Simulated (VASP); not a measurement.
Pb, 1 atom in the cell. The structure is cubic, space group Pm-3m (No. 221). Conventional cell: a = 3.252 Å, b = 3.252 Å, c = 3.252 Å, α = 90.00°, β = 90.00°, γ = 90.00°. Within 4.3 Å of Pb (site symmetry m-3m) lie 6 Pb at 3.25 Å. This isn't the form of Pb at room conditions, which is fcc.

- Program: VASP 6.6.1
- Task: relaxation of cell and atoms
- Functional: PBE
- Potentials or basis: VASP PAW PBE potentials, release 64 (Pb_d)
- Cutoff: 600 eV
- k mesh: 13 × 13 × 13
- Occupations: fermi-dirac, width 0.05 eV
- Spin: no spin polarisation
- Dipole correction: no
- Further INCAR settings: ALGO = Normal; EDIFF = 1e-07; IBRION = 2; EDIFFG = -0.005; NSW = 45; ISIF = 3

Potentials or basis: VASP PAW PBE potentials, release 64 (Pb_d).

Run with:

```bash
$ cat potpaw_PBE.64/Pb_d/POTCAR > POTCAR
$ mpirun -np 1 vasp_std > vasp.out
```

Hardware: 1 thread of Intel(R) Xeon(R) Platinum 8375C CPU @ 2.90GHz (Ice Lake), on a shared host.

**Question.** How long does it take, and how much memory?

**Answer.** Run time: 28 s on 1 thread of Intel(R) Xeon(R) Platinum 8375C CPU @ 2.90GHz (Ice Lake), on a shared host, peak memory 0.18 GiB. Counts: scf iterations 12, k points 84, ion steps 1.
